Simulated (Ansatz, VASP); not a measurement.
**GaSb in VASP and in Ansatz**

File INCAR:

```
SYSTEM = GaSb
PREC = Accurate ; ENCUT = 520
EDIFF = 1E-6 ; ISMEAR = 0
SIGMA = 0.15 ; LREAL = .FALSE.
LASPH = .TRUE. ; NELM = 60
ALGO = Normal ; ISIF = 2
LWAVE = .FALSE. ; LCHARG = .FALSE.
GGA = PE ; NBANDS = 16
```

File KPOINTS:

```
Automatic mesh
0
G
  16 16 16
  0 0 0
```

The input POSCAR:

```
GaSb
1.0
   -1.5897506423      2.3612394833      3.1712435421
    1.5897506423     -2.3612394833      3.1712435421
    1.5897506423      2.3612394833     -3.1712435421
Ga Sb
1 1
Direct
    0.0000000000      0.0000000000      0.0000000000
    0.5000000000      0.5000000000      0.0000000000
```

Input for Ansatz:

```yaml
crystal:
  lattice:
    - [-1.5897506423, 2.3612394833, 3.1712435421]
    - [1.5897506423, -2.3612394833, 3.1712435421]
    - [1.5897506423, 2.3612394833, -3.1712435421]
  atoms:
    - { symbol: Ga, position: [0.0, 0.0, 0.0] }
    - { symbol: Sb, position: [0.5, 0.5, 0.0] }
basis:
  ecutwfc: 420
kpoints:
  mp_grid: { grid: [16, 16, 16] }
hamiltonian:
  xc: pbe
  pseudopotentials: { kind: paw, azcp: { folder: soft_1 } }
scf:
  occupations: { method: gaussian, width: 0.15 }
output:
  forces: true
  stress: true
  eigenvalues: true
```

Change from the starting cell: strain +e along x and -e along y +0.0400, strain +e along z and -e/2 along x and y +0.1000.

Alike in both runs: task single point; functional PBE; k mesh 16 × 16 × 16; occupations gaussian, width 0.15 eV; no spin polarisation.

```csv
,VASP,Ansatz
version,VASP 6.6.1,Ansatz 0.2.0
potentials or method,"VASP PAW PBE potentials, release 64 (Ga_d, Sb), cutoff 520 eV","scalar-relativistic, plane waves, PAW"
valence electrons in the cell,18,28
```

|  | VASP | Ansatz | Ansatz less VASP |
| --- | --- | --- | --- |
| gap on the k mesh at the Fermi level (eV) | none | none | - |
| pressure (GPa) | 3.3 | 3.2 | -0.02 |
| traceless stress, the component that is largest in VASP (GPa) | -10.07 | -10.03 | +0.035 |

A gap of «none» marks a metal or a gap that the smearing closes. VASP's potentials hold 18 valence electrons a cell and Ansatz's 28, so a difference there can come from the potentials and not from the codes.

Neither program's run includes spin-orbit coupling.
